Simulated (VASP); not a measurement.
**NiO: single point with PBEsol+U**

NiO:

```
Ni O
1.0
     0.00000    2.09131    2.09131
     2.09131    0.00000    2.09131
     2.09131    2.09131    0.00000
Ni O
1 1
Direct
  0.00000 0.00000 0.00000
  0.50000 0.50000 0.50000
```

```yaml
Program: VASP 6.6.1
Task: single point
Functional: PBEsol
Potentials_or_basis: VASP PAW PBE potentials, release 64 (Ni_sv_GW, O)
Cutoff: 600 eV
k_mesh: 8 × 8 × 8
Occupations: gaussian, width 0.05 eV
Spin: collinear spin, ferromagnetic start
Starting_moments: "[1.83, 0.29] μB"
Hubbard_terms: Ni d U = 4.0 eV
```

The pressure is -3.5 GPa and the band gap on the k mesh is 1.28 eV, indirect (least direct gap 2.23 eV). The net moment is 2.00 μB per cell. The site moments are Ni +1.73; O +0.23 μB and the valence electrons inside the program's atomic spheres are Ni 16.14; O 5.00.

Levels at points of the mesh, in eV from the valence-band top:
Spin up:
```tsv
k point	band 10	band 11	band 12	band 13	band 14	band 15	band 16	band 17
(0.00, 0.00, 0.00)	-3.95	-2.19	-2.19	-2.19	1.92	17.95	18.67	18.67
(0.50, 0.00, 0.00)	-3.37	-2.47	0.00	0.00	5.87	10.42	14.19	14.19
(0.50, 0.50, 0.00)	-3.56	-3.56	-3.05	-3.05	6.31	11.05	11.94	16.91
```
Spin down:
```
           k point  band 8  band 9  band 10  band 11  band 12  band 13  band 14  band 15
(0.00, 0.00, 0.00)   -2.85   -1.73    -1.73    -1.73     1.28     1.28     2.30    17.91
(0.50, 0.00, 0.00)   -4.02   -1.73    -1.73    -1.39     3.89     3.89     6.07    10.95
(0.50, 0.50, 0.00)   -3.15   -3.15    -1.85    -1.85     1.76     2.28     6.87    11.40
```

Eigenvalues of the final occupation matrices:
```csv
site,spin,trace,eigenvalues
site 1 d,1,4.73,0.93 0.93 0.93 0.97 0.97
site 1 d,2,3.02,0.13 0.13 0.92 0.92 0.92
```

Run time: 35 s on 1 thread of Intel(R) Xeon(R) Platinum 8259CL CPU @ 2.50GHz (Skylake/Cascade Lake), with other jobs on the host, peak memory 0.17 GiB.

Caveat: the PAW data sets were made with another functional, which shifts forces and pressure a little; a cell with one magnetic atom can't hold antiferromagnetic order, which such compounds often take. The state reached can hang on the start; a lower one may exist.
